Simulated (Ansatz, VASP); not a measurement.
One calculation of Ge, two programs

Contents of POSCAR:

```
Ge
1.0
    3.9956487028      0.0000000000      0.0000000000
   -1.9978243514      3.4603332812      0.0000000000
    0.0000000000      0.0000000000      6.7017516448
Ge
4
Direct
    0.6666666667      0.3333333333      0.0637227378
    0.3333333333      0.6666666667      0.5637227378
    0.6666666667      0.3333333333      0.4362772622
    0.3333333333      0.6666666667      0.9362772622
```

Contents of INCAR.step1:

```
SYSTEM = Ge
ALGO = Normal
EDIFF = 1E-4
ENCUT = 520
GGA = PE
ISMEAR = 0
LASPH = .TRUE.
LCHARG = .FALSE.
LREAL = .FALSE.
LWAVE = .TRUE.
NBANDS = 36
NELM = 60
PREC = Accurate
SIGMA = 0.01
```

Contents of INCAR.step2:

```
SYSTEM = Ge
ALGO = Normal
EDIFF = 1E-6
ENCUT = 520
ISIF = 2
ISMEAR = 0
ISTART = 1
LASPH = .TRUE.
LCHARG = .FALSE.
LMIXTAU = .TRUE.
LREAL = .FALSE.
LWAVE = .FALSE.
METAGGA = R2SCAN
NBANDS = 36
NELM = 60
PREC = Accurate
SIGMA = 0.01
```

KPOINTS

```
k-points
0
G
  12 12 6
  0 0 0
```

Input for Ansatz:

```yaml
crystal:
  lattice:
    - [3.9956487028, 0.0, 0.0]
    - [-1.9978243514, 3.4603332812, 0.0]
    - [0.0, 0.0, 6.7017516448]
  atoms:
    - { symbol: Ge, position: [0.6666666667, 0.3333333333, 0.0637227378] }
    - { symbol: Ge, position: [0.3333333333, 0.6666666667, 0.5637227378] }
    - { symbol: Ge, position: [0.6666666667, 0.3333333333, 0.4362772622] }
    - { symbol: Ge, position: [0.3333333333, 0.6666666667, 0.9362772622] }
basis:
  ecutwfc: 500
kpoints:
  mp_grid: { grid: [12, 12, 6] }
  band_path: { path: [VBM, CBM], npoints: 2 }
hamiltonian:
  xc: r2scan
scf:
  occupations: { method: gaussian, width: 0.01 }
output:
  forces: true
  stress: true
  eigenvalues: true
checkpoint:
  read: start.run
  write: ck
  compress: false
  write_wavefunctions: false
  write_every: 100000
```

Alike in both runs: task single point; functional r2SCAN; k mesh 12 × 12 × 6; occupations gaussian, width 0.01 eV; no spin polarisation.

|  | VASP | Ansatz |
| --- | --- | --- |
| version | VASP 6.6.1 | Ansatz 0.2.0 |
| potentials or method | VASP PAW PBE potentials, release 64 (Ge_d), cutoff 520 eV | scalar-relativistic, plane waves, PAW |
| valence electrons in the cell | 56 | 56 |

Ansatz gave:

| Property | Result |
| --- | --- |
| gap on the k mesh at the Fermi level (eV) | 0.05 |
| least direct gap on the mesh (eV) | 0.05 |
| pressure (GPa) | -1.0 |
| traceless stress, the component that is largest in VASP (GPa) | -1.49 |

Problem. What did VASP give for the same quantities?

Solution. gap on the k mesh at the Fermi level (eV): 0.01; least direct gap on the mesh (eV): 0.01; pressure (GPa): -1.0; traceless stress, the component that is largest in VASP (GPa): -1.51.

VASP's potentials were made for PBE, not for r2SCAN.
